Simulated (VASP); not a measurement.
Write the native input for VASP 6.6.1 that does the following.

| Item | Value |
| --- | --- |
| Task | single point |
| Functional | PBEsol |
| Dispersion | D3(BJ) |
| Potentials or basis | VASP PAW PBE potentials, release 64 (W_sv) |
| Cutoff | 500 eV |
| k mesh | 10 × 10 × 10 |
| Occupations | methfessel-paxton, width 0.05 eV |
| Spin | no spin polarisation |
| Dipole correction | no |
| Further INCAR settings | ALGO = Normal; EDIFF = 1e-06; NBANDS = 13 |

The structure of W lies in POSCAR:

```
W
1.0
   -1.5555204111      1.5555204111      1.5555204111
    1.5555204111     -1.5555204111      1.5555204111
    1.5555204111      1.5555204111     -1.5555204111
W
1
Direct
    0.0000000000      0.0000000000      0.0000000000
```

The input as run:

INCAR

```
PREC = Accurate ; ENCUT = 500
EDIFF = 1E-6 ; ISMEAR = 1
SIGMA = 0.05 ; LREAL = F
LASPH = T ; NELM = 120
ALGO = Normal ; ISIF = 2
LWAVE = F ; LCHARG = F
GGA = PS ; IVDW = 12
NBANDS = 13 ; GGA_COMPAT = F
```

KPOINTS

```
regular mesh
0
Gamma
  10 10 10
```

Potentials or basis: VASP PAW PBE potentials, release 64 (W_sv).

The run is started by

```console
$ cat potpaw_PBE.64/W_sv/POTCAR > POTCAR
$ mpirun -np 1 vasp_std > vasp.out
```

It gave:

```yaml
Pressure: 7.5 GPa
Band_gap_on_the_k_mesh: zero (band 7 reaches 17.58 eV, above the bottom of band 8 at 10.69 eV)
Dispersion_energy_per_atom: -0.783 eV
```

Caveat: three body term missing; the PAW data sets were made with another functional, which shifts forces and pressure a little; spin-orbit coupling is left out, which moves the levels of the heavy elements; pairwise dispersion overbinds metals, which lowers pressure and volume.

Run time: 13 s on 1 thread of Intel Xeon 8259CL, on a shared host, peak memory 0.14 GiB.
